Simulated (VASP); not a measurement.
Runs of VASP 6.6.1 on Cu2Sb3. The structure is that of space group P6/mmm (No. 191), or close to it. The cells are those of the table. The cell was generated, and may not be a known phase.

```tsv
task	cell	k mesh	cutoff (eV)	gap on the mesh (eV)	pressure (GPa)	relaxed volume (Å³/atom)
relaxation of cell and atoms	relaxed from a = 3.337, b = 3.337, c = 7.983 Å, angles 90.0, 90.0, 120.0°, 5 atoms	6 × 6 × 2	600	none	0.0	25.82
relaxation of cell and atoms	relaxed from a = 6.533, b = 6.533, c = 3.945 Å, angles 90.0, 90.0, 120.0°, 5 atoms	3 × 3 × 4	600	none	0.0	28.25
single point	a = 6.264, b = 6.264, c = 4.152 Å, angles 90.0, 90.0, 120.0°, 5 atoms	3 × 3 × 4	520	none	0.0	-
single point	a = 6.533, b = 6.533, c = 3.945 Å, angles 90.0, 90.0, 120.0°, 5 atoms	6 × 6 × 2	520	none	(a)	-
```

Alike in all rows: level PBE; potentials or basis VASP PAW PBE potentials, release 64 (Cu, Sb); no spin polarisation; smearing gaussian 0.1 eV.

**Question.** Fill in the values left out.

**Answer.** (a) -0.1.

Caveats: all runs use coarse meshes; spin-orbit coupling is left out, which moves the levels of the heavy elements; the volume moved by over 15 % at a fixed basis, so the end points are rough (at least some runs).

A k mesh can miss the band edges, and the runs leave out spin-orbit coupling on Sb.

A gap of «none» marks levels without a gap at the run's occupations.
